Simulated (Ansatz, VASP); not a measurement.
## One calculation of GaN, two programs

Contents of INCAR:

```
SYSTEM = GaN
PREC = Accurate
ENCUT = 520
EDIFF = 1E-6
ISMEAR = -1
SIGMA = 0.5
LREAL = .False.
LASPH = .True.
NELM = 80
ALGO = Normal
ISIF = 2
LWAVE = .False.
LCHARG = .False.
GGA = PE
NBANDS = 16
```

Contents of KPOINTS:

```
regular mesh
0
Gamma
  8 8 8
  0 0 0
```

Contents of POSCAR:

```
GaN
1.0
    0.0000000000      2.1085153689      2.1085153689
    2.1085153689      0.0000000000      2.1085153689
    2.1085153689      2.1085153689      0.0000000000
Ga N
1 1
Direct
    0.5000000000      0.5000000000      0.5000000000
    0.0000000000      0.0000000000      0.0000000000
```

Input for Ansatz:

```yaml
crystal:
  lattice:
    - [0.0, 2.1085153689, 2.1085153689]
    - [2.1085153689, 0.0, 2.1085153689]
    - [2.1085153689, 2.1085153689, 0.0]
  atoms:
    - { symbol: Ga, position: [0.5, 0.5, 0.5] }
    - { symbol: "N", position: [0.0, 0.0, 0.0] }
kpoints:
  mp_grid: { grid: [8, 8, 8] }
hamiltonian:
  xc: pbe
scf:
  occupations: { method: fermi_dirac, width: 0.5 }
  n_extra_bands: 4
output:
  forces: true
  stress: true
  eigenvalues: true
```

Alike in both runs: task single point; functional PBE; k mesh 8 × 8 × 8; occupations fermi-dirac, width 0.5 eV; no spin polarisation.

|  | VASP | Ansatz |
| --- | --- | --- |
| version | VASP 6.6.1 | Ansatz 0.2.0 |
| potentials or method | VASP PAW PBE potentials, release 64 (Ga_d, N) | plane waves |
| plane-wave cutoff (eV) | 520 | 420 |
| valence electrons in the cell | 18 | 18 |

Ansatz gave:

```
pressure (GPa) : 10.5
```

Q: What did VASP give for the same quantities?

A: Pressure (GPa): 11.4.
